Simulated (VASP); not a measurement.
A run of VASP 6.6.1:

File INCAR:

```
SYSTEM = KTaO3
  ALGO = Normal
  EDIFF = 1E-6
  ENCUT = 520
  GGA = PS
  ISIF = 2
  ISMEAR = -1
  LASPH = .TRUE.
  LCHARG = .FALSE.
  LREAL = .FALSE.
  LWAVE = .FALSE.
  NBANDS = 27
  NELM = 100
  PREC = Accurate
  SIGMA = 0.05
```

Contents of KPOINTS:

```
k-points
0
G
  7 7 7
  0 0 0
```

Contents of POSCAR:

```
KTaO3
1.0
    3.9883000000      0.0000000000      0.0000000000
    0.0000000000      3.9883000000      0.0000000000
    0.0000000000      0.0000000000      3.9883000000
Ta K O
1 1 3
Direct
    0.0000000000      0.0000000000      0.0000000000
    0.5000000000      0.5000000000      0.5000000000
    0.0000000000      0.0000000000      0.5000000000
    0.0000000000      0.5000000000      0.0000000000
    0.5000000000      0.0000000000      0.0000000000
```

Potentials or basis: VASP PAW PBE potentials, release 64 (Ta_pv, K_sv, O).

Launch:

```sh
$ cat potpaw_PBE.64/Ta_pv/POTCAR potpaw_PBE.64/K_sv/POTCAR potpaw_PBE.64/O/POTCAR > POTCAR
$ mpirun -np 1 vasp_std > vasp.out
```

Hardware: 1 thread of AMD EPYC 7R13, with other jobs on the host.

Task: How long does it take, and how much memory?

Result: Wall time 57 s on 1 thread of AMD EPYC 7R13 (shared host), peak memory 0.16 GiB. Counts: scf iterations 14, k points 20.
